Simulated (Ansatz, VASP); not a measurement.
AlN in VASP and in Ansatz

```xyz
4
Lattice="3.0671 0.0000 0.0000 -1.5335 2.6562 0.0000 0.0000 0.0000 5.0270" Properties=species:S:1:pos:R:3 pbc="T T T"
Al    0.0000    1.7708    0.0111
Al    1.5335    0.8854    2.5246
N     0.0000    1.7708    1.9092
N     1.5335    0.8854    4.4227
```

Change from the starting cell: strained cell.

Alike in both runs: functional PBEsol; k mesh 9 × 9 × 4; occupations gaussian, width 0.02 eV; no spin polarisation.

Ansatz relaxed the structure, and its values are those at the end. VASP's run is a single point on that final structure, the one shown.

|  | VASP | Ansatz |
| --- | --- | --- |
| version | VASP 6.6.1 | Ansatz 0.2.0 |
| potentials or method | VASP PAW PBE potentials, release 64 (Al, N), cutoff 600 eV | scalar-relativistic, plane waves, PAW |
| valence electrons in the cell | 16 | 16 |

Ansatz gave:

* gap on the k mesh at the Fermi level (eV): 4.40
* least direct gap on the mesh (eV): 4.40
* pressure (GPa): 4.8

**Question.** What did VASP give for the same quantities?

**Answer.** gap on the k mesh at the Fermi level (eV): 4.42; least direct gap on the mesh (eV): 4.42; pressure (GPa): 4.6.

VASP's potentials were made for PBE, not for PBEsol. The functional is the same, so the differences come from potentials, cutoffs and numerics. Ansatz's warnings: stress scf threshold loose.
